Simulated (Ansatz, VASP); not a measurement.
## One calculation of Be3B2Se, two programs

Contents of INCAR:

```
SYSTEM = Be3B2Se
PREC = Accurate
ENCUT = 600
EDIFF = 1E-6
ISMEAR = 0
SIGMA = 0.1
LREAL = .False.
LASPH = .True.
NELM = 100
ALGO = Normal
ISIF = 3
LWAVE = .False.
LCHARG = .False.
GGA = PE
IBRION = 2
NSW = 100
EDIFFG = -0.01
```

File KPOINTS:

```
regular mesh
0
Gamma
  12 12 8
  0 0 0
```

File POSCAR:

```
Be3B2Se
1.0
    3.8712511436      0.0000000000      0.0000000000
   -1.9356255718      3.3526018348      0.0000000000
    0.0000000000      0.0000000000      4.6523309764
Be B Se
3 2 1
Direct
    0.3333333333      0.6666666667      0.5000000000
    0.6666666667      0.3333333333      0.5000000000
    0.0000000000      0.0000000000      0.0000000000
    0.3333333333      0.6666666667      0.0000000000
    0.6666666667      0.3333333333      0.0000000000
    0.0000000000      0.0000000000      0.5000000000
```

Input for Ansatz:

```yaml
crystal:
  lattice:
    - [3.8712511436, 0.0, 0.0]
    - [-1.9356255718, 3.3526018348, 0.0]
    - [0.0, 0.0, 4.6523309764]
  atoms:
    - { symbol: Be, position: [0.3333333333, 0.6666666667, 0.5] }
    - { symbol: Be, position: [0.6666666667, 0.3333333333, 0.5] }
    - { symbol: Be, position: [0.0, 0.0, 0.0] }
    - { symbol: B, position: [0.3333333333, 0.6666666667, 0.0] }
    - { symbol: B, position: [0.6666666667, 0.3333333333, 0.0] }
    - { symbol: Se, position: [0.0, 0.0, 0.5] }
basis:
  ecutwfc: 420
kpoints:
  mp_grid: { grid: [12, 12, 8] }
hamiltonian:
  xc: pbe
scf:
  occupations: { method: gaussian, width: 0.1 }
output:
  forces: true
  stress: true
  eigenvalues: true
  write_density: true
  write_potential: true
  elf: true
  volumetric_format: npy
relax:
  adjacent_minimum: "off"
  f_tol: 0.01
  max_steps: 80
  cell: { stress_tol: 0.05 }
```

Alike in both runs: task relaxation of cell and atoms; functional PBE; k mesh 12 × 12 × 8; occupations gaussian, width 0.1 eV; no spin polarisation.

```csv
,VASP,Ansatz
version,VASP 6.6.1,Ansatz 0.2.0
potentials or method,"VASP PAW PBE potentials, release 64 (Be, B, Se), cutoff 600 eV","scalar-relativistic, plane waves, PAW"
valence electrons in the cell,18,28
```

Ansatz gave:

| Property | Result |
| --- | --- |
| gap on the k mesh at the Fermi level, each at its own relaxed structure (eV) | none |
| relaxed volume (Å³/atom) | 10.04 |
| relaxed length of the cell vector where the two differ most in proportion (Å) | 4.803 |

Task: Estimate VASP's values.

Result: gap on the k mesh at the Fermi level, each at its own relaxed structure (eV): none; relaxed volume (Å³/atom): 10.05; relaxed length of the cell vector where the two differ most in proportion (Å): 4.790.

A gap of «none» marks a metal or a gap that the smearing closes. VASP's potentials hold 18 valence electrons a cell and Ansatz's 28, so a difference there can come from the potentials and not from the codes.
